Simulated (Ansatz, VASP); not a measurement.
**Al: VASP beside Ansatz**

POSCAR

```
Al
1.0
    0.0000000000      2.0073684326      2.0073684326
    2.0073684326      0.0000000000      2.0073684326
    2.0073684326      2.0073684326      0.0000000000
Al
1
Direct
    0.0000000000      0.0000000000      0.0000000000
```

INCAR.step1

```
PREC     = Accurate       # precision mode
ENCUT    = 520            # plane-wave cutoff, eV
EDIFF    = 1E-5           # SCF threshold, eV
ISMEAR   = 0              # smearing method
SIGMA    = 0.1            # smearing width, eV
LREAL    = F              # projectors in reciprocal space
LASPH    = T              # aspherical terms in the spheres
NELM     = 100            # most SCF steps
ALGO     = Normal         # electronic algorithm
ISIF     = 2              # what is computed and relaxed
LWAVE    = T              # write WAVECAR
LCHARG   = F              # write CHGCAR
NBANDS   = 8              # bands
GGA      = PE             # functional
```

Contents of INCAR.step2:

```
PREC     = Accurate       # precision mode
ENCUT    = 520            # plane-wave cutoff, eV
EDIFF    = 1E-6           # SCF threshold, eV
ISMEAR   = 0              # smearing method
SIGMA    = 0.1            # smearing width, eV
LREAL    = F              # projectors in reciprocal space
LASPH    = T              # aspherical terms in the spheres
NELM     = 100            # most SCF steps
ALGO     = Normal         # electronic algorithm
ISIF     = 2              # what is computed and relaxed
LWAVE    = F              # write WAVECAR
LCHARG   = F              # write CHGCAR
GGA      = PE             # functional
LHFCALC  = T              # exact exchange
HFSCREEN = 0.2079         # screening, 1/A
PRECFOCK = Normal       
NBANDS   = 8              # bands
ISTART   = 1
```

KPOINTS

```
Automatic mesh
0
Gamma
  8 8 8
```

Input for Ansatz:

```yaml
crystal:
  lattice:
    - [0.0, 2.0073684325, 2.0073684325]
    - [2.0073684325, 0.0, 2.0073684325]
    - [2.0073684325, 2.0073684325, 0.0]
  atoms:
    - { symbol: Al, position: [0.0, 0.0, 0.0] }
basis:
  ecutwfc: 420
kpoints:
  mp_grid: { grid: [8, 8, 8] }
hamiltonian:
  xc: hse06
  pseudopotentials: { kind: paw, azcp: { folder: soft_1 } }
scf:
  occupations: { method: gaussian, width: 0.1 }
output:
  forces: true
  stress: true
  eigenvalues: true
```

Alike in both runs: task single point; functional HSE06; k mesh 8 × 8 × 8; occupations gaussian, width 0.1 eV; no spin polarisation.

|  | VASP | Ansatz |
| --- | --- | --- |
| version | VASP 6.6.1 | Ansatz 0.2.0 |
| potentials or method | VASP PAW PBE potentials, release 64 (Al), cutoff 520 eV | scalar-relativistic, plane waves, PAW |
| valence electrons in the cell | 3 | 3 |

|  | VASP | Ansatz | Ansatz less VASP |
| --- | --- | --- | --- |
| gap on the k mesh at the Fermi level (eV) | none | none | - |
| pressure (GPa) | 0.9 | 0.9 | -0.04 |

A gap of «none» marks a metal or a gap that the smearing closes. Ansatz's warnings: filled band counts differ across k points, stress exchange threshold loose, stress scf threshold loose.
